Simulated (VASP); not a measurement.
# Mo (I4/mmm) in VASP: a series of runs

The runs below take Mo through single point, with r2SCAN.

All numbers are computed with VASP 6.6.1; they aren't measurements. Logs are shortened: lines on timing, memory, paths and dates and some standing lists are left out, and cuts for length are marked.

### Step 1. The cell of the first run

It takes space group I4/mmm (No. 139, tetragonal). Conventional cell: a = 3.166 Å, b = 3.166 Å, c = 3.087 Å, α = 90.00°, β = 90.00°, γ = 90.00°. Within 3.6 Å of Mo (site symmetry 4/mmm) lie 14 Mo at 2.72 to 3.17 Å.

### Step 2. Single point, r2SCAN (uniaxial strain along c: -2.0 %)

POSCAR reads:

```
Mo
1.0
    3.1661824437      0.0000000000      0.0000000000
    0.0000000000      3.1661824437      0.0000000000
    0.0000000000      0.0000000000      3.0874216864
Mo
2
Direct
    0.0000000000      0.0000000000      0.0000000000
    0.5000000000      0.5000000000      0.5000000000
```

INCAR.step1 reads:

```
SYSTEM = Mo
PREC = Accurate ; ENCUT = 520
ISMEAR = 0 ; SIGMA = 0.1
LREAL = .False. ; LASPH = .True.
NELM = 60 ; NBANDS = 21
GGA = PE ; ALGO = Normal
EDIFF = 1E-4 ; LWAVE = .True.
LCHARG = .False.
```

INCAR.step2 reads:

```
SYSTEM = Mo
PREC = Accurate ; ENCUT = 520
EDIFF = 1E-6 ; ISMEAR = 0
SIGMA = 0.1 ; LREAL = .False.
LASPH = .True. ; NELM = 60
ALGO = Normal ; ISIF = 2
LWAVE = .False. ; LCHARG = .True.
METAGGA = R2SCAN ; LMIXTAU = .True.
LELF = .True. ; LVHAR = .True.
NBANDS = 21 ; ISTART = 1
```

KPOINTS reads:

```
Automatic mesh
0
Gamma
  16 16 16
  0 0 0
```

Potentials or basis: VASP PAW PBE potentials, release 64 (Mo_sv).

Started as:

```console
cat potpaw_PBE.64/Mo_sv/POTCAR > POTCAR
cp INCAR.step1 INCAR
mpirun -np 1 vasp_std > vasp.out
cp INCAR.step2 INCAR
mpirun -np 1 vasp_std > vasp.out
```

OUTCAR:

```text
SYSTEM = Mo
   PREC = Accurate
   ENCUT = 520
   EDIFF = 1E-6
   ISMEAR = 0
   LREAL = .False.
   LASPH = .True.
   NELM = 60
   ISIF = 2
   METAGGA = R2SCAN
   ISTART = 1

 ion  position               nearest neighbor table
   1  0.000  0.000  0.000-   2 2.72   2 2.72   2 2.72   2 2.72   2 2.72   2 2.72   2 2.72   2 2.72

   2  0.500  0.500  0.500-   1 2.72   1 2.72   1 2.72   1 2.72   1 2.72   1 2.72   1 2.72   1 2.72

  LATTYP: Found a simple tetragonal cell.
 ALAT       =     3.1661824437
 C/A-ratio  =     0.9751243781

  Lattice vectors:

 A1 = (   3.1661824437,   0.0000000000,   0.0000000000)
 A2 = (   0.0000000000,   3.1661824437,   0.0000000000)
 A3 = (   0.0000000000,   0.0000000000,   3.0874216864)

Analysis of symmetry for initial positions (statically):
=====================================================================
 Subroutine PRICEL returns following result:

  LATTYP: Found a body centered tetragonal cell.
 ALAT       =     3.1661824437
 C/A-ratio  =     0.9751243781

  Lattice vectors:

 A1 = (  -1.5830912218,  -1.5830912218,  -1.5437108432)
 A2 = (   1.5830912218,   1.5830912218,  -1.5437108432)
 A3 = (   1.5830912218,  -1.5830912218,   1.5437108432)

   2 primitive cells build up your supercell.

 Routine SETGRP: Setting up the symmetry group for a
 simple tetragonal supercell.

 Subroutine GETGRP returns: Found 16 space group operations
 (whereof 16 operations were pure point group operations)
 out of a pool of 16 trial point group operations.

The static configuration has the point symmetry D_4h.

Analysis of symmetry for dynamics (positions and initial velocities):
=====================================================================
 Subroutine PRICEL returns following result:

  LATTYP: Found a body centered tetragonal cell.
 ALAT       =     3.1661824437
 C/A-ratio  =     0.9751243781

  Lattice vectors:

 A1 = (  -1.5830912218,  -1.5830912218,  -1.5437108432)
 A2 = (   1.5830912218,   1.5830912218,  -1.5437108432)
 A3 = (   1.5830912218,  -1.5830912218,   1.5437108432)

   2 primitive cells build up your supercell.

 Routine SETGRP: Setting up the symmetry group for a
 simple tetragonal supercell.

 Subroutine GETGRP returns: Found 16 space group operations
 (whereof 16 operations were pure point group operations)
 out of a pool of 16 trial point group operations.

The dynamic configuration has the point symmetry D_4h.

 Subroutine INISYM returns: Found 16 space group operations
 (whereof 16 operations are pure point group operations),
 and found     2 'primitive' translations

----------------------------------------------------------------------------------------

                                     Primitive cell

  volume of cell :      15.4753

  direct lattice vectors                    reciprocal lattice vectors
    -1.583091222 -1.583091222 -1.543710843    -0.000000000 -0.315837769 -0.323894855
     1.583091222  1.583091222 -1.543710843     0.315837769  0.000000000 -0.323894855
     1.583091222 -1.583091222  1.543710843     0.315837769 -0.315837769  0.000000000

  length of vectors
     2.719448253  2.719448253  2.719448253     0.452395152  0.452395152  0.446662057

  position of ions in fractional coordinates (direct lattice)
     0.000000000  0.000000000  0.000000000

  ion indices of the primitive-cell ions
   primitive index   ion index
                 1           1

----------------------------------------------------------------------------------------

 KPOINTS: Automatic mesh

Automatic generation of k-mesh.
 Grid dimensions read from file:
 generate k-points for:   16   16   16

 Generating k-lattice:

  Cartesian coordinates                     Fractional coordinates (reciprocal lattice)
     0.019739861  0.000000000  0.000000000     0.062500000  0.000000000  0.000000000
     0.000000000  0.019739861  0.000000000     0.000000000  0.062500000  0.000000000
     0.000000000  0.000000000  0.020243428     0.000000000  0.000000000  0.062500000

  Length of vectors
     0.019739861  0.019739861  0.020243428

  Shift w.r.t. Gamma in fractional coordinates (k-lattice)
     0.000000000  0.000000000  0.000000000

 Subroutine IBZKPT returns following result:
 ===========================================

 Found    405 irreducible k-points:

 Following reciprocal coordinates:
            Coordinates               Weight
  0.000000  0.000000  0.000000      1.000000
  0.062500  0.000000  0.000000      4.000000
  0.125000  0.000000  0.000000      4.000000
  0.187500  0.000000  0.000000      4.000000
  0.250000  0.000000  0.000000      4.000000
  0.312500  0.000000  0.000000      4.000000
[... 16 lines left out ...]
  0.437500  0.125000  0.000000      8.000000
  0.500000  0.125000  0.000000      4.000000
 [... further k-points ...]
   k-points           NKPTS =    405   k-points in BZ     NKDIM =    405   number of bands    NBANDS=     21
   number of dos      NEDOS =    301   number of ions     NIONS =      2
   total plane-waves  NPLWV =  13824
   dimension x,y,z NGX =    24 NGY =   24 NGZ =   24
   dimension x,y,z NGXF=    48 NGYF=   48 NGZF=   48
   ions per type =               2
   NGX,Y,Z   is equivalent  to a cutoff of  12.60, 12.60, 12.92 a.u.
   NGXF,Y,Z  is equivalent  to a cutoff of  25.20, 25.20, 25.85 a.u.
 SYSTEM =  Mo
   PREC   = accura    normal or accurate (medium, high low for compatibility)
   ISTART =      1    job   : 0-new  1-cont  2-samecut
   ICHARG =      0    charge: 1-file 2-atom 10-const
   ISPIN  =      1    spin polarized calculation?
   LNONCOLLINEAR =      F non collinear calculations
   LSORBIT =      F    spin-orbit coupling
   LASPH  =      T    aspherical Exc in radial PAW
   ENCUT  =  520.0 eV  38.22 Ry    6.18 a.u.   5.89  5.89  5.74*2*pi/ulx,y,z
   NELM   =     60;   NELMIN=  2; NELMDL=  0     # of ELM steps
   EDIFF  = 0.1E-05   stopping-criterion for ELM
   LREAL  =      F    real-space projection
   EDIFFG = 0.1E-04   stopping-criterion for IOM
   NSW    =      0    number of steps for IOM
   IBRION =     -1    ionic relax: 0-MD 1-quasi-New 2-CG
   NFREE  =      0    steps in history (QN), initial steepest desc. (CG)
   ISIF   =      2    stress and relaxation
   ISYM   =      2    0-nonsym 1-usesym 2-fastsym
   POTIM  = 0.5000    time-step for ionic-motion
   TEBEG  =    0.0;   TEEND  =   0.0 temperature during run
   PSTRESS=    0.0 pullay stress
   NELECT =      28.0000    total number of electrons
   NUPDOWN=      -1.0000    fix difference up-down
   EMIN   =  10.00;   EMAX   =-10.00  energy-range for DOS
   EFERMI =   0.00;   METHOD = LEGACY
   ISMEAR =     0;   SIGMA  =   0.10  broadening in eV -4-tet -1-fermi 0-gaus
   EFERMI_NEDOS =   21; number of points for ismear=-14 and -15
   IALGO  =     38    algorithm
   IMIX   =      4    mixing-type and parameters
     AMIX     =   0.40;   BMIX     =  1.00
     AMIX_MAG =   1.60;   BMIX_MAG =  1.00
  volume/ion in A,a.u.               =      15.48       104.43
  Fermi-wavevector in a.u.,A,eV,Ry     =   1.583330  2.992061 34.108926  2.506935
  Thomas-Fermi vector in A             =   2.683117
   LORBIT       =      0    0 simple, 1 ext, 2 COOP (PROOUT), +10 PAW based schemes
   METAGGA = R2SCAN    functional components
   LHFCALC =     F    Hartree Fock is set to
   AEXX    =    0.0000 exact exchange contribution
   IVDW    =     0    specifies the selected vdW correction
   LEPSILON=     F    determine dielectric tensor
   LRPA    =     F    only Hartree local field effects (RPA)
 non-spin polarized calculation
 Gauss-broadening in eV      SIGMA  =   0.10
  energy-cutoff  :      520.00
  volume of cell :       30.95
 maximum number of plane-waves:       856
 NGX is ok and might be reduce to    24
   NGX = 11   NGY = 11   NGZ = 11

 number of electron      28.0000001 magnetization

 Free energy of the ion-electron system (eV)
  ---------------------------------------------------
  ext. energy  EPLUGINS =         0.00000000
  ---------------------------------------------------
  free energy    TOTEN  =       -52.13849977 eV

  energy without entropy =      -52.13235064  energy(sigma->0) =      -52.13542520

 E-fermi :  12.7389     XC(G=0): -14.7005

 val. band max:       12.7374478737   @ k =   0.1250   0.1250   0.5000
 cond. band min:      12.7389415797   @ k =   0.4375   0.3750   0.0625
 fundamental gap:      0.0014937061
 Fermi energy:        12.7388763136

 k-point     1 :       0.0000    0.0000    0.0000
  band No.  band energies     occupation
      1     -50.5122      2.00000
      2     -49.9955      2.00000
      3     -24.0505      2.00000
      4     -24.0505      2.00000
      5     -23.9668      2.00000
      6     -22.9614      2.00000
[... 13 lines left out ...]
     20      22.0408      0.00000
     21      22.0408      0.00000

 k-point     2 :       0.0625    0.0000    0.0000
  band No.  band energies     occupation
      1     -50.5066      2.00000
      2     -49.9997      2.00000
      3     -24.0505      2.00000
      4     -24.0398      2.00000
      5     -23.9568      2.00000
      6     -22.9833      2.00000
[... 13 lines left out ...]
     20      21.7938      0.00000
     21      22.4235      0.00000

 k-point     3 :       0.1250    0.0000    0.0000
  band No.  band energies     occupation
      1     -50.4900      2.00000
      2     -50.0124      2.00000
      3     -24.0494      2.00000
      4     -24.0082      2.00000
      5     -23.9272      2.00000
      6     -23.0464      2.00000
[... 13 lines left out ...]
     20      21.1328      0.00000
     21      23.3877      0.00000
[... 457 lines left out ...]
 k-point    23 :       0.4375    0.1250    0.0000
  band No.  band energies     occupation
      1     -50.2799      2.00000
      2     -50.1864      2.00000
      3     -24.0653      2.00000
      4     -23.8762      2.00000
      5     -23.5397      2.00000
      6     -23.4344      2.00000
[... 13 lines left out ...]
     20      17.0387      0.00000
     21      27.6511      0.00000

 k-point    24 :       0.5000    0.1250    0.0000
  band No.  band energies     occupation
      1     -50.2324      2.00000
      2     -50.2324      2.00000
      3     -23.9829      2.00000
      4     -23.9829      2.00000
      5     -23.4477      2.00000
      6     -23.4477      2.00000
[... 13 lines left out ...]
     20      16.3995      0.00000
     21      27.8762      0.00000

 [... further k-points ...]
[... 5 lines left out ...]
  --------------------------------------------------------------------------------------
  -------------------------------------------------------------------------------------
  Total        0.2571328      0.2571328      1.9121797      0.0000000      0.0000000      0.0000000
  in kB       13.3106789     13.3106789     98.9854707      0.0000000      0.0000000      0.0000000
  external PRESSURE =      41.8689428 kB  Pullay stress =       0.0000000 kB

 VOLUME and BASIS-vectors are now :
 -----------------------------------------------------------------------------
  energy-cutoff  :      520.00
  volume of cell :       30.95
      direct lattice vectors                 reciprocal lattice vectors
     3.166182444  0.000000000  0.000000000     0.315837769  0.000000000  0.000000000
     0.000000000  3.166182444  0.000000000     0.000000000  0.315837769  0.000000000
     0.000000000  0.000000000  3.087421686     0.000000000  0.000000000  0.323894855

 POSITION                                       TOTAL-FORCE (eV/Angst)
 -----------------------------------------------------------------------------------
      0.00000      0.00000      0.00000         0.000000      0.000000     -0.000000
      1.58309      1.58309      1.54371        -0.000000     -0.000000      0.000000
 -----------------------------------------------------------------------------------
    total drift:                                0.000000      0.000000     -0.000000

  FREE ENERGIE OF THE ION-ELECTRON SYSTEM (eV)
  ---------------------------------------------------
  free  energy   TOTEN  =       -52.1384997710 eV

  energy  without entropy=      -52.1323506389  energy(sigma->0) =      -52.13542520
```

It took 16 min on 1 thread of Oxide Virtual Turin-like, shared host; peak memory 0.27 GiB.

Results:

```
Free energy            : -52.1385 eV
Pressure               : 4.2 GPa
Band gap on the k mesh : zero (band 14 reaches 14.41 eV, above the bottom of band 15 at 11.91 eV)
```

Caveat: the cell differs from its parent crystal (uniaxial strain along c: -2.0 %); the PAW data sets were made with another functional, which shifts forces and pressure a little.

### Step 3. Single point, r2SCAN (uniaxial strain along c: +2.0 %, then relaxed in part)

POSCAR reads:

```
Mo
1.0
    3.1355379219      0.0000000000      0.0000000000
    0.0000000000      3.1355379219      0.0000000000
    0.0000000000      0.0000000000      3.2134388980
Mo
2
Direct
    0.0000000000      0.0000000000      0.0000000000
    0.5000000000      0.5000000000      0.5000000000
```

INCAR.step1 reads:

```
SYSTEM = Mo
  ALGO = Normal
  EDIFF = 1E-4
  ENCUT = 520
  GGA = PE
  ISMEAR = 0
  LASPH = .TRUE.
  LCHARG = .FALSE.
  LREAL = .FALSE.
  LWAVE = .TRUE.
  NBANDS = 21
  NELM = 100
  PREC = Accurate
  SIGMA = 0.1
```

INCAR.step2 reads:

```
SYSTEM = Mo
  ALGO = Normal
  EDIFF = 1E-7
  ENCUT = 520
  ISIF = 2
  ISMEAR = 0
  ISTART = 1
  LASPH = .TRUE.
  LCHARG = .FALSE.
  LMIXTAU = .TRUE.
  LREAL = .FALSE.
  LWAVE = .FALSE.
  METAGGA = R2SCAN
  NBANDS = 21
  NELM = 100
  PREC = Accurate
  SIGMA = 0.1
```

KPOINTS reads:

```
k-points
0
G
  16 16 16
  0 0 0
```

Potentials or basis: VASP PAW PBE potentials, release 64 (Mo_sv).

Started as:

```console
cat potpaw_PBE.64/Mo_sv/POTCAR > POTCAR
cp INCAR.step1 INCAR
mpirun -np 1 vasp_std > vasp.out
cp INCAR.step2 INCAR
mpirun -np 1 vasp_std > vasp.out
```

It took 14 min on 1 thread of Oxide Virtual Turin-like, shared host; peak memory 0.28 GiB.

The run converged. Its results:

```yaml
Free_energy: -52.1444 eV
Pressure: -1.5 GPa
Band_gap_on_the_k_mesh: zero (band 14 reaches 14.06 eV, above the bottom of band 15 at 11.73 eV)
```

Stress tensor (GPa, compression positive):
```
 1.09  0.00  0.00
 0.00  1.09  0.00
 0.00  0.00 -6.80
```

Levels at points of the mesh, in eV from the Fermi level:
```tsv
k point	band 10	band 11	band 12	band 13	band 14	band 15	band 16	band 17	band 18	band 19
(0.00, 0.00, 0.00)	-5.61	-5.55	-1.51	-1.51	-1.22	1.68	2.06	4.01	4.09	4.09
(0.50, 0.00, 0.00)	-3.91	-2.64	-2.64	-0.84	-0.84	-0.63	-0.63	0.84	0.84	3.81
(0.50, 0.50, 0.00)	-5.57	-3.76	-3.76	1.66	1.66	2.09	2.09	2.66	2.66	4.87
(0.00, 0.00, 0.50)	-4.06	-2.74	-2.74	-0.57	-0.57	-0.57	-0.57	0.98	0.98	3.32
(0.50, 0.00, 0.50)	-5.54	-3.44	-3.44	1.45	1.45	1.68	1.68	2.53	2.53	4.81
(0.50, 0.50, 0.50)	-2.90	-2.75	-2.75	-2.75	-2.75	2.57	2.57	2.77	2.77	10.16
```

Caveat: the cell differs from its parent crystal (uniaxial strain along c: +2.0 %, then relaxed in part); the PAW data sets were made with another functional, which shifts forces and pressure a little.
